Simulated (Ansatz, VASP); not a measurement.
## ZnO: VASP beside Ansatz

```
Zn O
1.0
     3.23091    0.00000    0.00000
    -1.61545    2.79805    0.00000
     0.00000    0.00000    5.21561
Zn O
2 2
Direct
  0.33333 0.66667 0.94705
  0.66667 0.33333 0.44705
  0.33333 0.66667 0.43495
  0.66667 0.33333 0.93495
```

Change from the starting cell: polar distortion scaled by 0.10.

Alike in both runs: task single point; functional r2SCAN; k mesh 9 × 9 × 6; no spin polarisation.

|  | VASP | Ansatz |
| --- | --- | --- |
| version | VASP 6.6.1 | Ansatz 0.2.0 |
| potentials or method | VASP PAW PBE potentials, release 64 (Zn, O), cutoff 520 eV | scalar-relativistic, plane waves, PAW |
| occupations | gaussian, width 0.01 eV | fixed |
| valence electrons in the cell | 36 | 36 |

VASP gave:

```
gap on the k mesh at the Fermi level (eV)                     : 1.32
least direct gap on the mesh (eV)                             : 1.32
pressure (GPa)                                                : 9.3
traceless stress, the component that is largest in VASP (GPa) : -13.46
rms of the force components (eV/Å)                            : 0.098
```

Question: Which values does Ansatz return?

Answer: gap on the k mesh at the Fermi level (eV): 1.30; least direct gap on the mesh (eV): 1.30; pressure (GPa): 7.7; traceless stress, the component that is largest in VASP (GPa): -12.12; rms of the force components (eV/Å): 0.093.

VASP's potentials were made for PBE, not for r2SCAN. Atom by atom the forces differ by 0.005 eV/Å (rms over components).
